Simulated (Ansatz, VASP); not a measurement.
One calculation of Si4BW, two programs

```
CELL_PARAMETERS angstrom
5.67897 0.00000 0.00000
0.00000 5.67897 0.00000
0.00000 0.00000 2.67525
ATOMIC_POSITIONS crystal
Si 0.85682 0.34585 0.00000
Si 0.14318 0.65415 0.00000
Si 0.34585 0.14318 0.00000
Si 0.65415 0.85682 0.00000
B 0.00000 0.00000 0.00000
W 0.50000 0.50000 0.50000
```

Change from the starting cell: the structure that the rattled cell fell into.

Alike in both runs: task relaxation of cell and atoms; functional PBE; k mesh 8 × 8 × 14; occupations gaussian, width 0.1 eV; no spin polarisation.

|  | VASP | Ansatz |
| --- | --- | --- |
| version | VASP 6.6.1 | Ansatz 0.2.0 |
| potentials or method | VASP PAW PBE potentials, release 64 (Si, B, W_sv), cutoff 600 eV | scalar-relativistic, plane waves, PAW |
| valence electrons in the cell | 33 | 33 |

```tsv
	VASP	Ansatz	Ansatz less VASP
gap on the k mesh at the Fermi level, each at its own relaxed structure (eV)	none	none	-
relaxed volume (Å³/atom)	14.35	14.35	+0.001
relaxed cell length with the largest relative difference (Å)	2.678	2.677	-0.0012
```

A gap of «none» marks a metal or a gap that the smearing closes.

Neither program's run includes spin-orbit coupling.
